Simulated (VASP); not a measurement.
Set up this calculation in VASP 6.6.1, as the native input.

| Quantity | Value |
| --- | --- |
| Task | single point |
| Functional | LDA |
| Potentials or basis | VASP PAW LDA potentials, release 64 (Hf_pv) |
| Cutoff | 520 eV |
| k mesh | 20 × 20 × 20 |
| Occupations | gaussian, width 0.15 eV |
| Spin | no spin polarisation |
| Dipole correction | no |
| Further INCAR settings | ALGO = Fast; EDIFF = 1e-06; NBANDS = 11 |

The structure of Hf lies in POSCAR:

```
Hf
1.0
    0.0000000000      2.4163190319      1.7743030651
    2.4163190319      0.0000000000      1.7743030651
    2.4163190319      2.4163190319      0.0000000000
Hf
1
Direct
    0.0000000000      0.0000000000      0.0000000000
```

The input as run:

INCAR

```
PREC = Accurate
ENCUT = 520
EDIFF = 1E-6
ISMEAR = 0
SIGMA = 0.15
LREAL = False
LASPH = True
NELM = 100
ALGO = Fast
ISIF = 2
LWAVE = False
LCHARG = False
NBANDS = 11
```

KPOINTS

```
Automatic mesh
0
Gamma
  20 20 20
```

Potentials or basis: VASP PAW LDA potentials, release 64 (Hf_pv).

Launch:

```bash
$ cat potpaw_LDA.64/Hf_pv/POTCAR > POTCAR
$ mpirun -np 1 vasp_std > vasp.out
```

Results of the run:

```yaml
Pressure: -1.5 GPa
Band_gap_on_the_k_mesh: zero (bands 5 and 6 overlap by 2.20 eV)
```

Caveat: spin-orbit coupling is left out, which moves the levels of the heavy elements.

Run time: 3.2 min on 1 thread of Intel Xeon 8259CL, on a shared host, peak memory 0.26 GiB.
